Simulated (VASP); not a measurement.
Write the native input for VASP 6.6.1 that does the following.

| Quantity | Value |
| --- | --- |
| Task | single point |
| Functional | PBEsol |
| Potentials or basis | VASP PAW PBE potentials, release 64 (Re) |
| Cutoff | 520 eV |
| k mesh | 18 × 18 × 10 |
| Occupations | gaussian, width 0.1 eV |
| Spin | no spin polarisation |
| Dipole correction | no |
| Further INCAR settings | ALGO = Normal; EDIFF = 1e-06; NBANDS = 14 |

The structure of Re lies in POSCAR:

```
Re
1.0
    2.7503765290      0.0000000000      0.0000000000
   -1.3751882645      2.3818959441      0.0000000000
    0.0000000000      0.0000000000      4.4432286439
Re
2
Direct
    0.3333333333      0.6666666667      0.2500000000
    0.6666666667      0.3333333333      0.7500000000
```

The input as run:

INCAR

```
SYSTEM = Re
PREC     = Accurate       ! precision mode
ENCUT    = 520            ! plane-wave cutoff, eV
EDIFF    = 1E-6           ! SCF threshold, eV
ISMEAR   = 0              ! smearing method
SIGMA    = 0.1            ! smearing width, eV
LREAL    = .False.        ! projectors in reciprocal space
LASPH    = .True.         ! aspherical terms in the spheres
NELM     = 80             ! most SCF steps
ALGO     = Normal         ! electronic algorithm
ISIF     = 2              ! what is computed and relaxed
LWAVE    = .False.        ! write WAVECAR
LCHARG   = .True.         ! write CHGCAR
GGA      = PS             ! functional
LELF     = .True.         ! ELF
LVHAR    = .True.       
NBANDS   = 14             ! bands
```

KPOINTS

```
Automatic mesh
0
Gamma
  18 18 10
  0 0 0
```

Potentials or basis: VASP PAW PBE potentials, release 64 (Re).

The run is started by

```bash
$ cat potpaw_PBE.64/Re/POTCAR > POTCAR
$ mpirun -np 1 vasp_std > vasp.out
```

It gave:

| Quantity | Value |
| --- | --- |
| Pressure | 0.0 GPa |
| Band gap on the k mesh | zero (bands 7 and 8 overlap by 3.23 eV) |

Caveat: the PAW data sets were made with another functional, which shifts forces and pressure a little; spin-orbit coupling is left out, which moves the levels of the heavy elements.

Wall time 35 s on 1 thread of Intel(R) Xeon(R) Platinum 8481C CPU @ 2.70GHz (Sapphire Rapids), on a shared host, peak memory 0.2 GiB.
